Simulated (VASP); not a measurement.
SnPb2:

```
Sn Pb
1.0
     6.60801    0.00000    0.00000
     0.00000    6.60801    0.00000
     0.00000    0.00000    4.25623
Sn Pb
2 4
Cartesian
  0.0000 0.0000 0.0000
  3.3040 3.3040 2.1281
  2.0221 2.0221 0.0000
  1.2820 5.3261 2.1281
  4.5860 4.5860 0.0000
  5.3261 1.2820 2.1281
```

- Program: VASP 6.6.1
- Task: relaxation of cell and atoms
- Functional: PBE
- Potentials or basis: VASP PAW PBE potentials, release 64 (Sn_d, Pb_d)
- Cutoff: 600 eV
- k mesh: 4 × 4 × 4
- Occupations: gaussian, width 0.1 eV
- Spin: no spin polarisation

At the start: pressure 13.1 GPa; volume 30.98 Å³/atom.

Problem. Where does the relaxation end?

Solution. Over 6 steps the energy falls by 286.0 meV/atom and the volume is 39.47 Å³/atom (+27.4 %); space group P4_2/mnm (No. 136, to 0.1 Å) before and after.

The path:
```
step  energy change (eV)  largest force (eV/Å)  pressure (GPa)  volume (Å³)
   1              0.0000                0.7705           13.09       185.85
   2             -1.4836                0.1513           -2.45       262.44
   3             -1.7139                0.0479            0.14       235.26
   4             -1.7143                0.0589            0.00       236.45
   5             -1.7148                0.0459           -0.02       236.54
   6             -1.7160                0.0170           -0.05       236.80
```

Final structure:
```xyz
6
Lattice="7.0846 0.0000 0.0000 0.0000 7.0846 0.0000 0.0000 0.0000 4.7180" Properties=species:S:1:pos:R:3 pbc="T T T"
Sn    0.0000    0.0000    0.0000
Sn    3.5423    3.5423    2.3590
Pb    2.1551    2.1551    0.0000
Pb    1.3872    5.6974    2.3590
Pb    4.9295    4.9295    0.0000
Pb    5.6974    1.3872    2.3590
```

Caveat: the k points lie up to 0.33 Å⁻¹ apart in the final cell, too coarse for converged energies and pressures of a metal; the volume moved by over 15 % at a fixed basis, so the end points are rough.
